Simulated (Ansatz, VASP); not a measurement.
**MnPt2: VASP beside Ansatz**

```
Mn Pt
1.0
     5.13067    0.00000    0.00000
     0.00000    5.13067    0.00000
     0.00000    0.00000    5.13067
Mn Pt
2 4
Cartesian
  0.0000 0.0000 0.0000
  2.5653 2.5653 2.5653
  1.2827 1.2827 1.2827
  1.2827 3.8480 3.8480
  3.8480 3.8480 1.2827
  3.8480 1.2827 3.8480
```

Alike in both runs: functional PBE; k mesh 4 × 4 × 4; occupations gaussian, width 0.1 eV; no spin polarisation.

Ansatz relaxed the structure, and its values are those at the end. VASP's run is a single point on that final structure, the one shown.

```csv
,VASP,Ansatz
version,VASP 6.6.1,Ansatz 0.2.0
potentials or method,"VASP PAW PBE potentials, release 64 (Mn_pv, Pt), cutoff 520 eV","scalar-relativistic, plane waves, PAW"
valence electrons in the cell,66,102
```

```tsv
	VASP	Ansatz	Ansatz less VASP
gap on the k mesh at the Fermi level (eV)	none	none	-
pressure (GPa)	0.3	0.3	-0.10
```

A gap of «none» marks a metal or a gap that the smearing closes. VASP's potentials hold 66 valence electrons a cell and Ansatz's 102, so a difference there can come from the potentials and not from the codes.

Spin-orbit coupling is off throughout.
